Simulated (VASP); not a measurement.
# BiTe in VASP: notebook

Runs on BiTe. Level: PBE. Tasks: relaxation of shape and atoms at fixed volume, single point.

Everything below comes from runs of VASP 6.6.1. Logs are shortened: lines on timing, memory, paths and dates and some standing lists are left out, and cuts for length are marked.

## (1) The cell of the first run

It takes space group P6_3/mmc (No. 194, hexagonal). Conventional cell: a = 5.636 Å, b = 5.636 Å, c = 6.579 Å, α = 90.00°, β = 90.00°, γ = 120.00°. Bi (site symmetry -6m2) has 5 Te at 3.25 to 3.29 Å within 4.3 Å. Te (site symmetry -6m2) has 5 Bi at 3.25 to 3.29 Å within 4.3 Å.

## (2) Relaxation of shape and atoms at fixed volume, PBE (45.25 Å³/atom)

Input file INCAR:

```
SYSTEM = BiTe
  PREC = Accurate
  ENCUT = 600
  EDIFF = 1E-6
  ISMEAR = 0
  SIGMA = 0.05
  LREAL = .False.
  LASPH = .True.
  NELM = 80
  ALGO = Normal
  ISIF = 4
  LWAVE = .False.
  LCHARG = .False.
  GGA = PE
  IBRION = 2
  NSW = 60
  EDIFFG = -0.01
```

Input file KPOINTS:

```
regular mesh
0
Gamma
  8 8 4
  0 0 0
```

Input file POSCAR:

```
BiTe
1.0
    5.6361639688      0.0000000000      0.0000000000
   -2.8180819844      4.8810611768      0.0000000000
    0.0000000000      0.0000000000      6.5794180000
Bi Te
2 2
Direct
    0.6666666667      0.3333333333      0.0626000000
    0.3333333333      0.6666666667      0.5626000000
    0.6666666667      0.3333333333      0.5626000000
    0.3333333333      0.6666666667      0.0626000000
```

Potentials or basis: VASP PAW PBE potentials, release 64 (Bi_d, Te).

The run is started by

```console
$ cat potpaw_PBE.64/Bi_d/POTCAR potpaw_PBE.64/Te/POTCAR > POTCAR
$ mpirun -np 1 vasp_std > vasp.out
```

OUTCAR:

```text
SYSTEM = BiTe
   PREC = Accurate
   ENCUT = 600
   EDIFF = 1E-6
   ISMEAR = 0
   LREAL = .False.
   LASPH = .True.
   NELM = 80
   ISIF = 4
   GGA = PE
   IBRION = 2
   NSW = 60
   EDIFFG = -0.01

 ion  position               nearest neighbor table
   1  0.667  0.333  0.063-   4 3.25   4 3.25   4 3.25   3 3.29   3 3.29
   2  0.333  0.667  0.563-   3 3.25   3 3.25   3 3.25   4 3.29   4 3.29
   3  0.667  0.333  0.563-   2 3.25   2 3.25   2 3.25   1 3.29   1 3.29
   4  0.333  0.667  0.063-   1 3.25   1 3.25   1 3.25   2 3.29   2 3.29

  LATTYP: Found a hexagonal cell.
 ALAT       =     5.6361639688
 C/A-ratio  =     1.1673574503

  Lattice vectors:

 A1 = (   5.6361639688,   0.0000000000,   0.0000000000)
 A2 = (  -2.8180819844,   4.8810611768,   0.0000000000)
 A3 = (   0.0000000000,   0.0000000000,   6.5794180000)

Analysis of symmetry for initial positions (statically):
=====================================================================
 Subroutine PRICEL returns:
 Original cell was already a primitive cell.

 Routine SETGRP: Setting up the symmetry group for a
 hexagonal supercell.

 Subroutine GETGRP returns: Found 24 space group operations
 (whereof  6 operations were pure point group operations)
 out of a pool of 24 trial point group operations.

The static configuration has the point symmetry C_3v.
 The point group associated with its full space group is D_6h.

Analysis of symmetry for dynamics (positions and initial velocities):
=====================================================================
 Subroutine PRICEL returns:
 Original cell was already a primitive cell.

 Routine SETGRP: Setting up the symmetry group for a
 hexagonal supercell.

 Subroutine GETGRP returns: Found 24 space group operations
 (whereof  6 operations were pure point group operations)
 out of a pool of 24 trial point group operations.

The dynamic configuration has the point symmetry C_3v.
 The point group associated with its full space group is D_6h.

 Subroutine INISYM returns: Found 24 space group operations
 (whereof  6 operations are pure point group operations),
 and found     1 'primitive' translations

----------------------------------------------------------------------------------------

                                     Primitive cell

  volume of cell :     181.0028

  direct lattice vectors                    reciprocal lattice vectors
     5.636163969  0.000000000  0.000000000     0.177425640  0.102436741  0.000000000
    -2.818081984  4.881061177  0.000000000     0.000000000  0.204873482  0.000000000
     0.000000000  0.000000000  6.579418000     0.000000000  0.000000000  0.151989127

  length of vectors
     5.636163969  5.636163969  6.579418000     0.204873482  0.204873482  0.151989127

  position of ions in fractional coordinates (direct lattice)
     0.666666667  0.333333333  0.062600000
     0.333333333  0.666666667  0.562600000
     0.666666667  0.333333333  0.562600000
     0.333333333  0.666666667  0.062600000

  ion indices of the primitive-cell ions
   primitive index   ion index
                 1           1
                 2           2
                 3           3
                 4           4

----------------------------------------------------------------------------------------

 KPOINTS: regular mesh
[... 67 lines left out ...]
   NELM   =     80;   NELMIN=  2; NELMDL= -5     # of ELM steps
   EDIFF  = 0.1E-05   stopping-criterion for ELM
   LREAL  =      F    real-space projection
   EDIFFG = -.1E-01   stopping-criterion for IOM
   NSW    =     60    number of steps for IOM
   IBRION =      2    ionic relax: 0-MD 1-quasi-New 2-CG
   NFREE  =      1    steps in history (QN), initial steepest desc. (CG)
   ISIF   =      4    stress and relaxation
   ISYM   =      2    0-nonsym 1-usesym 2-fastsym
   POTIM  = 0.5000    time-step for ionic-motion
   TEBEG  =    0.0;   TEEND  =   0.0 temperature during run
   PSTRESS=    0.0 pullay stress
   NELECT =      42.0000    total number of electrons
   NUPDOWN=      -1.0000    fix difference up-down
   EMIN   =  10.00;   EMAX   =-10.00  energy-range for DOS
   EFERMI =   0.00;   METHOD = LEGACY
   ISMEAR =     0;   SIGMA  =   0.05  broadening in eV -4-tet -1-fermi 0-gaus
   EFERMI_NEDOS =   21; number of points for ismear=-14 and -15
   IALGO  =     38    algorithm
   IMIX   =      4    mixing-type and parameters
     AMIX     =   0.40;   BMIX     =  1.00
     AMIX_MAG =   1.60;   BMIX_MAG =  1.00
  volume/ion in A,a.u.               =      45.25       305.37
  Fermi-wavevector in a.u.,A,eV,Ry     =   1.005996  1.901056 13.769469  1.012027
  Thomas-Fermi vector in A             =   2.138710
   LORBIT       =      0    0 simple, 1 ext, 2 COOP (PROOUT), +10 PAW based schemes
   GGA     = PE    functional components
   LHFCALC =     F    Hartree Fock is set to
   AEXX    =    0.0000 exact exchange contribution
   IVDW    =     0    specifies the selected vdW correction
   LEPSILON=     F    determine dielectric tensor
   LRPA    =     F    only Hartree local field effects (RPA)
 conjugate gradient relaxation of ions
 non-spin polarized calculation
 Gauss-broadening in eV      SIGMA  =   0.05
  energy-cutoff  :      600.00
  volume of cell :      181.00
 maximum number of plane-waves:      6063
 NGX is ok and might be reduce to    48
   NGX = 23   NGY = 23   NGZ = 27

--------------------------------------- Ionic step        1  -------------------------------------------

 number of electron      42.0000005 magnetization

 Free energy of the ion-electron system (eV)
  ---------------------------------------------------
  ext. energy  EPLUGINS =         0.00000000
  ---------------------------------------------------
  free energy    TOTEN  =       -13.66899866 eV

  energy without entropy =      -13.66278246  energy(sigma->0) =      -13.66589056

------------------------ aborting loop because EDIFF is reached ----------------------------------------

  FORCE on cell =-STRESS in cart. coord.  units (eV):
  Direction    XX          YY          ZZ          XY          YZ          ZX
  --------------------------------------------------------------------------------------
  -------------------------------------------------------------------------------------
  Total       -2.0922265     -2.0922265     -2.4414171      0.0000000      0.0000000     -0.0000000
  in kB      -18.5196992    -18.5196992    -21.6106191      0.0000000      0.0000000     -0.0000000
  external PRESSURE =     -19.5500058 kB  Pullay stress =       0.0000000 kB

 VOLUME and BASIS-vectors are now :
 -----------------------------------------------------------------------------
  energy-cutoff  :      600.00
  volume of cell :      181.00
      direct lattice vectors                 reciprocal lattice vectors
     5.636163969  0.000000000  0.000000000     0.177425640  0.102436741  0.000000000
    -2.818081984  4.881061177  0.000000000     0.000000000  0.204873482  0.000000000
     0.000000000  0.000000000  6.579418000     0.000000000  0.000000000  0.151989127

 POSITION                                       TOTAL-FORCE (eV/Angst)
 -----------------------------------------------------------------------------------
      2.81808      1.62702      0.41187        -0.000000      0.000000     -0.000000
     -0.00000      3.25404      3.70158         0.000000     -0.000000      0.000000
      2.81808      1.62702      3.70158         0.000000      0.000000     -0.000000
     -0.00000      3.25404      0.41187        -0.000000      0.000000     -0.000000
 -----------------------------------------------------------------------------------
    total drift:                                0.000000     -0.000000     -0.000048

  FREE ENERGIE OF THE ION-ELECTRON SYSTEM (eV)
  ---------------------------------------------------
  free  energy   TOTEN  =       -13.6689986603 eV

  energy  without entropy=      -13.6627824635  energy(sigma->0) =      -13.66589056

--------------------------------------- Ionic step        2  -------------------------------------------

 number of electron      42.0000005 magnetization

 Free energy of the ion-electron system (eV)
  ---------------------------------------------------
  ext. energy  EPLUGINS =         0.00000000
  ---------------------------------------------------
  free energy    TOTEN  =       -13.66947848 eV

  energy without entropy =      -13.66343003  energy(sigma->0) =      -13.66645425

 E-fermi :   3.9750     XC(G=0):  -7.9060

 val. band max:        3.9533954146   @ k =   0.3750   0.1250   0.0000
 cond. band min:       3.9908610265   @ k =   0.3750   0.2500   0.0000
 fundamental gap:      0.0374656120
 Fermi energy:         3.9749718494

 k-point     1 :       0.0000    0.0000    0.0000
  band No.  band energies     occupation
      1     -19.2884      2.00000
      2     -19.2884      2.00000
      3     -19.2880      2.00000
      4     -19.2880      2.00000
      5     -19.2616      2.00000
      6     -19.2616      2.00000
[... 661 lines left out ...]
     24       4.5365      0.00000
     25       5.6600      0.00000

 [... further k-points ...]

------------------------ aborting loop because EDIFF is reached ----------------------------------------

  FORCE on cell =-STRESS in cart. coord.  units (eV):
  Direction    XX          YY          ZZ          XY          YZ          ZX
  --------------------------------------------------------------------------------------
  -------------------------------------------------------------------------------------
  Total       -2.1842571     -2.1842571     -2.1719489     -0.0000000     -0.0000000      0.0000000
  in kB      -19.3343240    -19.3343240    -19.2253760     -0.0000000     -0.0000000      0.0000000
  external PRESSURE =     -19.2980080 kB  Pullay stress =       0.0000000 kB

 VOLUME and BASIS-vectors are now :
 -----------------------------------------------------------------------------
  energy-cutoff  :      600.00
  volume of cell :      181.00
      direct lattice vectors                 reciprocal lattice vectors
     5.644087281  0.000000000 -0.000000000     0.177176566  0.102292938 -0.000000000
    -2.822043640  4.887922966  0.000000000    -0.000000000  0.204585876  0.000000000
     0.000000000  0.000000000  6.560958260     0.000000000 -0.000000000  0.152416760

 POSITION                                       TOTAL-FORCE (eV/Angst)
 -----------------------------------------------------------------------------------
      2.82204      1.62931      0.41072        -0.000000      0.000000      0.000000
     -0.00000      3.25862      3.69120         0.000000      0.000000     -0.000000
      2.82204      1.62931      3.69120         0.000000      0.000000     -0.000000
     -0.00000      3.25862      0.41072         0.000000     -0.000000     -0.000000
 -----------------------------------------------------------------------------------
    total drift:                                0.000000     -0.000000     -0.000083

  FREE ENERGIE OF THE ION-ELECTRON SYSTEM (eV)
  ---------------------------------------------------
  free  energy   TOTEN  =       -13.6694784754 eV

  energy  without entropy=      -13.6634300345  energy(sigma->0) =      -13.66645425

 reached required accuracy - stopping structural energy minimisation
```

It took 3.2 min on 1 thread of Intel Xeon Platinum 8488C (Sapphire Rapids), shared host; peak memory 0.45 GiB.

Results:

* Free energy: -13.6695 eV
* Energy gained by relaxing: 0.1 meV/atom
* Ionic steps: 2
* Pressure after relaxing: -1.9 GPa
* Band gap on the k mesh: zero (bands 21 and 22 overlap by 0.88 eV)

The path:
| step | energy change (eV) | largest force (eV/Å) | pressure (GPa) | volume (Å³) |
| --- | --- | --- | --- | --- |
| 1 | 0.0000 | 0.0000 | -1.96 | 181.00 |
| 2 | -0.0005 | 0.0000 | -1.93 | 181.00 |

Final structure:
```xyz
4
Lattice="5.6441 0.0000 0.0000 -2.8220 4.8879 0.0000 0.0000 0.0000 6.5610" Properties=species:S:1:pos:R:3 pbc="T T T"
Bi    2.8220    1.6293    0.4107
Bi    0.0000    3.2586    3.6912
Te    2.8220    1.6293    3.6912
Te    0.0000    3.2586    0.4107
```

Levels at points of the mesh, in eV from the Fermi level:
| k point | band 18 | band 19 | band 20 | band 21 | band 22 | band 23 | band 24 | band 25 |
| --- | --- | --- | --- | --- | --- | --- | --- | --- |
| (0.00, 0.00, 0.00) | -2.66 | -2.35 | -2.35 | -0.29 | -0.29 | 1.29 | 1.29 | 2.39 |
| (0.50, 0.00, 0.00) | -3.15 | -2.75 | -1.63 | 0.28 | 1.42 | 1.60 | 2.82 | 2.84 |
| (0.00, 0.00, 0.50) | -3.12 | -2.26 | -2.26 | 0.29 | 0.29 | 0.29 | 0.29 | 0.48 |
| (0.50, 0.00, 0.50) | -2.50 | -1.76 | -1.76 | -0.40 | -0.40 | 0.76 | 0.76 | 1.99 |

Caveat: spin-orbit coupling is left out, which moves the levels of the heavy elements.

## (3) Relaxation of shape and atoms at fixed volume, PBE (46.52 Å³/atom)

This run uses another cell than the first one, of 46.52 Å³/atom.

Input file INCAR:

```
SYSTEM = BiTe
ALGO = Normal
EDIFF = 1E-6
EDIFFG = -0.01
ENCUT = 600
GGA = PE
IBRION = 2
ISIF = 4
ISMEAR = 0
LASPH = .TRUE.
LCHARG = .FALSE.
LREAL = .FALSE.
LWAVE = .FALSE.
NELM = 60
NSW = 60
PREC = Accurate
SIGMA = 0.05
```

Input file KPOINTS:

```
k-points
0
G
  8 8 4
  0 0 0
```

Input file POSCAR:

```
BiTe
1.0
    5.6958029978      0.0000000000      0.0000000000
   -2.8479014989      4.9327100911      0.0000000000
    0.0000000000      0.0000000000      6.6229839852
Bi Te
2 2
Direct
    0.6666666667      0.3333333333      0.0626000000
    0.3333333333      0.6666666667      0.5626000000
    0.6666666667      0.3333333333      0.5626000000
    0.3333333333      0.6666666667      0.0626000000
```

Potentials or basis: VASP PAW PBE potentials, release 64 (Bi_d, Te).

The run is started by

```console
$ cat potpaw_PBE.64/Bi_d/POTCAR potpaw_PBE.64/Te/POTCAR > POTCAR
$ mpirun -np 1 vasp_std > vasp.out
```

It took 2.9 min on 1 thread of Intel Xeon Platinum 8488C (Sapphire Rapids), shared host; peak memory 0.46 GiB.

Results (log left out):

- Free energy: -13.5982 eV
- Energy gained by relaxing: 0.1 meV/atom
- Ionic steps: 2
- Pressure after relaxing: -2.6 GPa
- Band gap on the k mesh: zero (bands 21 and 22 overlap by 0.82 eV)

The path:
```tsv
step	energy change (eV)	largest force (eV/Å)	pressure (GPa)	volume (Å³)
1	0.0000	0.0000	-2.59	186.08
2	-0.0003	0.0000	-2.57	186.08
```

Final structure:
```yaml
crystal:
  lattice:
    - [5.70138, 0.00000, 0.00000]
    - [-2.85069, 4.93754, 0.00000]
    - [0.00000, 0.00000, 6.61003]
  atoms:
    - { symbol: Bi, position: [0.66667, 0.33333, 0.06260] }
    - { symbol: Bi, position: [0.33333, 0.66667, 0.56260] }
    - { symbol: Te, position: [0.66667, 0.33333, 0.56260] }
    - { symbol: Te, position: [0.33333, 0.66667, 0.06260] }
```

Levels at points of the mesh, in eV from the Fermi level:
```tsv
k point	band 17	band 18	band 19	band 20	band 21	band 22	band 23	band 24	band 25
(0.00, 0.00, 0.00)	-3.61	-2.59	-2.26	-2.26	-0.24	-0.24	1.28	1.28	2.36
(0.50, 0.00, 0.00)	-3.50	-3.05	-2.65	-1.59	0.26	1.38	1.52	2.75	2.78
(0.00, 0.00, 0.50)	-3.01	-3.01	-2.18	-2.18	0.33	0.33	0.33	0.33	0.45
(0.50, 0.00, 0.50)	-2.42	-2.42	-1.70	-1.70	-0.37	-0.37	0.72	0.72	1.93
```

Caveat: spin-orbit coupling is left out, which moves the levels of the heavy elements.

[end of part 1 of 2]
